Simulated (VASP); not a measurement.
Write the native input for VASP 6.6.1 that does the following.

```
Task                   : single point
Functional             : PBE
Potentials or basis    : VASP PAW PBE potentials, release 64 (Li_sv, F)
Cutoff                 : 520 eV
k mesh                 : 6 × 6 × 6
Occupations            : gaussian, width 0.02 eV
Spin                   : no spin polarisation
Dipole correction      : no
Further INCAR settings : ALGO = Normal; EDIFF = 1e-06; NBANDS = 30
```

The structure of LiF lies in POSCAR:

```
LiF
1.0
   -3.1473306060      3.1473306060      2.4885983711
    3.1473306060     -3.1473306060      2.4885983711
    3.1473306060      3.1473306060     -2.4885983711
Li F
4 4
Direct
    0.4533211901      0.6600480802      0.5000000000
    0.1600480802      0.9533211901      0.5000000000
    0.9533211901      0.4533211901      0.7932731099
    0.6600480802      0.1600480802      0.2067268901
    0.3457768859      0.8457768859      0.8049230422
    0.0408538438      0.5408538438      0.1950769578
    0.8457768859      0.0408538438      0.5000000000
    0.5408538438      0.3457768859      0.5000000000
```

One way to write it, as run:

INCAR

```
PREC = Accurate ; ENCUT = 520
EDIFF = 1E-6 ; ISMEAR = 0
SIGMA = 0.02 ; LREAL = False
LASPH = True ; NELM = 60
ALGO = Normal ; ISIF = 2
LWAVE = False ; LCHARG = False
GGA = PE ; NBANDS = 30
```

KPOINTS

```
Automatic mesh
0
Gamma
  6 6 6
```

Potentials or basis: VASP PAW PBE potentials, release 64 (Li_sv, F).

Command:

```bash
$ cat potpaw_PBE.64/Li_sv/POTCAR potpaw_PBE.64/F/POTCAR > POTCAR
$ mpirun -np 1 vasp_std > vasp.out
```

Results of the run:

```yaml
Largest_force: 0.012 eV/Å
Band_gap_on_the_k_mesh: 6.87 eV
```

It took 50 s on 1 thread of Intel(R) Xeon(R) 6975P-C (Granite Rapids) (shared host), peak memory 0.25 GiB.
